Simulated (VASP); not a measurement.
# NbSi (anti NiAs type) (P6_3/mmc) in VASP: a series of runs

Runs on NbSi (anti NiAs type). Level: PBE. Tasks: single point.

Everything below comes from runs of VASP 6.6.1. Logs are shortened: lines on timing, memory, paths and dates and some standing lists are left out, and cuts for length are marked.

## (1) The cell of the first run

Symmetry: P6_3/mmc, No. 194, hexagonal system. The conventional cell has a = 3.747 Å, b = 3.747 Å, c = 4.947 Å, α = 90.00°, β = 90.00°, γ = 120.00°. Si (site symmetry -3m) has 2 Si at 2.47 Å and 6 Nb at 2.49 Å within 3.3 Å. Nb (site symmetry -6m2) has 6 Si at 2.49 Å and 6 Nb at 3.29 Å within 3.3 Å.

## (2) Single point, PBE

INCAR reads:

```
ALGO = Normal ; EDIFF = 1E-6
ENCUT = 500 ; GGA = PE
GGA_COMPAT = F ; ISIF = 2
ISMEAR = -1 ; LASPH = T
LCHARG = F ; LREAL = F
LWAVE = F ; NBANDS = 25
NELM = 120 ; PREC = Accurate
SIGMA = 0.1
```

KPOINTS reads:

```
k-points
0
Gamma
  10 10 6
```

POSCAR reads:

```
NbSi
1.0
    3.7465478468      0.0000000000      0.0000000000
   -1.8732739234      3.2446056118      0.0000000000
    0.0000000000      0.0000000000      4.9474436783
Si Nb
2 2
Direct
    0.0000000000      0.0000000000      0.0000000000
    0.0000000000      0.0000000000      0.5000000000
    0.3333333333      0.6666666667      0.2500000000
    0.6666666667      0.3333333333      0.7500000000
```

Potentials or basis: VASP PAW PBE potentials, release 64 (Si, Nb_sv).

Started as:

```bash
$ cat potpaw_PBE.64/Si/POTCAR potpaw_PBE.64/Nb_sv/POTCAR > POTCAR
$ mpirun -np 1 vasp_std > vasp.out
```

OUTCAR:

```text
EDIFF = 1E-6
   ENCUT = 500
   GGA = PE
   ISIF = 2
   ISMEAR = -1
   LASPH = T
   LREAL = F
   NELM = 120
   PREC = Accurate

 ion  position               nearest neighbor table
   1  0.000  0.000  0.000-   2 2.47   2 2.47   4 2.49   3 2.49   3 2.49   4 2.49   4 2.49   3 2.49

   2  0.000  0.000  0.500-   1 2.47   1 2.47   4 2.49   3 2.49   3 2.49   4 2.49   4 2.49   3 2.49

   3  0.333  0.667  0.250-   1 2.49   2 2.49   1 2.49   2 2.49   1 2.49   2 2.49
   4  0.667  0.333  0.750-   1 2.49   2 2.49   1 2.49   2 2.49   1 2.49   2 2.49

  LATTYP: Found a hexagonal cell.
 ALAT       =     3.7465478468
 C/A-ratio  =     1.3205339637

  Lattice vectors:

 A1 = (   3.7465478468,   0.0000000000,   0.0000000000)
 A2 = (  -1.8732739234,   3.2446056118,   0.0000000000)
 A3 = (   0.0000000000,   0.0000000000,   4.9474436783)

Analysis of symmetry for initial positions (statically):
=====================================================================
 Subroutine PRICEL returns:
 Original cell was already a primitive cell.

 Routine SETGRP: Setting up the symmetry group for a
 hexagonal supercell.

 Subroutine GETGRP returns: Found 24 space group operations
 (whereof 12 operations were pure point group operations)
 out of a pool of 24 trial point group operations.

The static configuration has the point symmetry D_3d.
 The point group associated with its full space group is D_6h.

Analysis of symmetry for dynamics (positions and initial velocities):
=====================================================================
 Subroutine PRICEL returns:
 Original cell was already a primitive cell.

 Routine SETGRP: Setting up the symmetry group for a
 hexagonal supercell.

 Subroutine GETGRP returns: Found 24 space group operations
 (whereof 12 operations were pure point group operations)
 out of a pool of 24 trial point group operations.

The dynamic configuration has the point symmetry D_3d.
 The point group associated with its full space group is D_6h.

 Subroutine INISYM returns: Found 24 space group operations
 (whereof 12 operations are pure point group operations),
 and found     1 'primitive' translations

----------------------------------------------------------------------------------------

                                     Primitive cell

  volume of cell :      60.1415
[... 90 lines left out ...]
   LASPH  =      T    aspherical Exc in radial PAW
   ENCUT  =  500.0 eV  36.75 Ry    6.06 a.u.   6.83  6.83  9.02*2*pi/ulx,y,z
   NELM   =    120;   NELMIN=  2; NELMDL= -5     # of ELM steps
   EDIFF  = 0.1E-05   stopping-criterion for ELM
   LREAL  =      F    real-space projection
   EDIFFG = 0.1E-04   stopping-criterion for IOM
   NSW    =      0    number of steps for IOM
   IBRION =     -1    ionic relax: 0-MD 1-quasi-New 2-CG
   NFREE  =      0    steps in history (QN), initial steepest desc. (CG)
   ISIF   =      2    stress and relaxation
   ISYM   =      2    0-nonsym 1-usesym 2-fastsym
   POTIM  = 0.5000    time-step for ionic-motion
   TEBEG  =    0.0;   TEEND  =   0.0 temperature during run
   PSTRESS=    0.0 pullay stress
   NELECT =      34.0000    total number of electrons
   NUPDOWN=      -1.0000    fix difference up-down
   EMIN   =  10.00;   EMAX   =-10.00  energy-range for DOS
   EFERMI =   0.00;   METHOD = LEGACY
   ISMEAR =    -1;   SIGMA  =   0.10  broadening in eV -4-tet -1-fermi 0-gaus
   EFERMI_NEDOS =   21; number of points for ismear=-14 and -15
   IALGO  =     38    algorithm
   IMIX   =      4    mixing-type and parameters
     AMIX     =   0.40;   BMIX     =  1.00
     AMIX_MAG =   1.60;   BMIX_MAG =  1.00
  volume/ion in A,a.u.               =      15.04       101.46
  Fermi-wavevector in a.u.,A,eV,Ry     =   1.353661  2.558048 24.931275  1.832397
  Thomas-Fermi vector in A             =   2.480897
   LORBIT       =      0    0 simple, 1 ext, 2 COOP (PROOUT), +10 PAW based schemes
   GGA     = PE    functional components
   LHFCALC =     F    Hartree Fock is set to
   AEXX    =    0.0000 exact exchange contribution
   IVDW    =     0    specifies the selected vdW correction
   LEPSILON=     F    determine dielectric tensor
   LRPA    =     F    only Hartree local field effects (RPA)
 non-spin polarized calculation
  energy-cutoff  :      500.00
  volume of cell :       60.14
 maximum number of plane-waves:      1555
 NGX is ok and might be reduce to    28
   NGX = 13   NGY = 13   NGZ = 19

 number of electron      33.9999996 magnetization

 Free energy of the ion-electron system (eV)
  ---------------------------------------------------
  ext. energy  EPLUGINS =         0.00000000
  ---------------------------------------------------
  free energy    TOTEN  =       -31.89262326 eV

  energy without entropy =      -31.80604528  energy(sigma->0) =      -31.84933427

 E-fermi :  12.0294     XC(G=0): -12.1480

 val. band max:       12.0253123247   @ k =   0.4000   0.0000   0.3333
 cond. band min:      12.0591549401   @ k =   0.2000   0.2000   0.0000
 fundamental gap:      0.0338426154
 Fermi energy:        12.0293900983

 k-point     1 :       0.0000    0.0000    0.0000
  band No.  band energies     occupation
      1     -43.0476      2.00000
      2     -42.9815      2.00000
      3     -19.4139      2.00000
      4     -19.2245      2.00000
      5     -19.2245      2.00000
      6     -19.1150      2.00000
[... 661 lines left out ...]
     24      16.9895      0.00000
     25      17.6376      0.00000

 [... further k-points ...]

------------------------ aborting loop because EDIFF is reached ----------------------------------------

  FORCE on cell =-STRESS in cart. coord.  units (eV):
  Direction    XX          YY          ZZ          XY          YZ          ZX
  --------------------------------------------------------------------------------------
  -------------------------------------------------------------------------------------
  Total        9.2629985      9.2629985      9.2559912      0.0000000     -0.0000000      0.0000000
  in kB      246.7675890    246.7675890    246.5809137      0.0000000     -0.0000000      0.0000000
  external PRESSURE =     246.7053639 kB  Pullay stress =       0.0000000 kB

 VOLUME and BASIS-vectors are now :
 -----------------------------------------------------------------------------
  energy-cutoff  :      500.00
  volume of cell :       60.14
      direct lattice vectors                 reciprocal lattice vectors
     3.746547847  0.000000000  0.000000000     0.266912379  0.154101934  0.000000000
    -1.873273923  3.244605612  0.000000000     0.000000000  0.308203868  0.000000000
     0.000000000  0.000000000  4.947443678     0.000000000  0.000000000  0.202124585

 POSITION                                       TOTAL-FORCE (eV/Angst)
 -----------------------------------------------------------------------------------
      0.00000      0.00000      0.00000        -0.000000      0.000000     -0.000000
      0.00000      0.00000      2.47372        -0.000000      0.000000     -0.000000
     -0.00000      2.16307      1.23686        -0.000000      0.000000     -0.000000
      1.87327      1.08154      3.71058         0.000000     -0.000000      0.000000
 -----------------------------------------------------------------------------------
    total drift:                                0.000000     -0.000000     -0.000000

  FREE ENERGIE OF THE ION-ELECTRON SYSTEM (eV)
  ---------------------------------------------------
  free  energy   TOTEN  =       -31.8926232594 eV

  energy  without entropy=      -31.8060452763  energy(sigma->0) =      -31.84933427
```

OSZICAR:

```text
N       E                     dE             d eps       ncg     rms          rms(c)
DAV:   1     0.326534105009E+03    0.32653E+03   -0.17434E+04  2800   0.130E+03
DAV:   2    -0.797578385761E+01   -0.33451E+03   -0.32163E+03  3361   0.492E+02
DAV:   3    -0.329458742197E+02   -0.24970E+02   -0.24402E+02  5399   0.996E+01
DAV:   4    -0.341113532286E+02   -0.11655E+01   -0.11575E+01  3824   0.183E+01
DAV:   5    -0.341634144812E+02   -0.52061E-01   -0.52011E-01  5045   0.414E+00    0.143E+01
DAV:   6    -0.318603817968E+02    0.23030E+01   -0.80514E+00  4207   0.191E+01    0.487E+00
DAV:   7    -0.318884720015E+02   -0.28090E-01   -0.63849E-01  4519   0.409E+00    0.280E+00
DAV:   8    -0.318926629535E+02   -0.41910E-02   -0.59431E-02  4515   0.184E+00    0.409E-01
DAV:   9    -0.318925111033E+02    0.15185E-03   -0.58748E-03  4950   0.593E-01    0.234E-01
DAV:  10    -0.318926192632E+02   -0.10816E-03   -0.81834E-04  3424   0.274E-01    0.335E-02
DAV:  11    -0.318926229275E+02   -0.36643E-05   -0.51298E-05  4522   0.484E-02    0.193E-02
DAV:  12    -0.318926232594E+02   -0.33188E-06   -0.13734E-06  2889   0.838E-03
   1 F= -.31892623E+02 E0= -.31849334E+02  d E =-.865780E-01
```

stdout:

```text
POSCAR found type information on POSCAR SiNb
 POSCAR found :  2 types and       4 ions
 scaLAPACK will be used
 LDA part: xc-table for (Slater+PW92), standard interpolation
 POSCAR, INCAR and KPOINTS ok, starting setup
 FFT: planning ... GRIDC
 FFT: planning ... GRID_SOFT
 FFT: planning ... GRID
 WAVECAR not read
 entering main loop
```

Run time: 35 s. Hardware: 1 thread of Intel Xeon 6975P-C (Granite Rapids), shared host; peak memory 0.2 GiB.

Results:

* Free energy: -31.8926 eV
* Pressure: 24.7 GPa
* Band gap on the k mesh: zero (band 17 reaches 12.79 eV, above the bottom of band 18 at 10.98 eV)

## (3) Single point, PBE

INCAR reads:

```
SYSTEM = NbSi
ALGO = Normal ; EDIFF = 1E-6
ENCUT = 500 ; GGA = PE
GGA_COMPAT = .False. ; ISIF = 2
ISMEAR = -1 ; LASPH = .True.
LCHARG = .False. ; LREAL = .False.
LWAVE = .False. ; NBANDS = 25
NELM = 120 ; PREC = Accurate
SIGMA = 0.1
```

KPOINTS reads:

```
k-points
0
Gamma
  10 10 6
  0 0 0
```

POSCAR is that of step 2.

Potentials or basis: VASP PAW PBE potentials, release 64 (Si, Nb_sv).

Started as:

```bash
$ cat potpaw_PBE.64/Si/POTCAR potpaw_PBE.64/Nb_sv/POTCAR > POTCAR
$ mpirun -np 1 vasp_std > vasp.out
```

Wall time 32 s (1 thread of Intel Xeon 6975P-C (Granite Rapids), shared host); peak memory 0.21 GiB.

The run converged. Its results:

```yaml
Free_energy: -31.8926 eV
Pressure: 24.7 GPa
Band_gap_on_the_k_mesh: zero (band 17 reaches 12.79 eV, above the bottom of band 18 at 10.98 eV)
```

Levels at points of the mesh, in eV from the Fermi level:
```
           k point  band 15  band 16  band 17  band 18  band 19  band 20
(0.00, 0.00, 0.00)    -1.60    -1.58    -1.58    -1.02    -1.02    -0.97
(0.50, 0.00, 0.00)    -2.68    -1.88     0.76     0.86     1.21     1.49
(0.00, 0.00, 0.50)    -2.26    -2.26     0.42     0.42     0.42     0.42
(0.50, 0.00, 0.50)    -2.84    -2.84     0.25     0.25     1.01     1.01
```
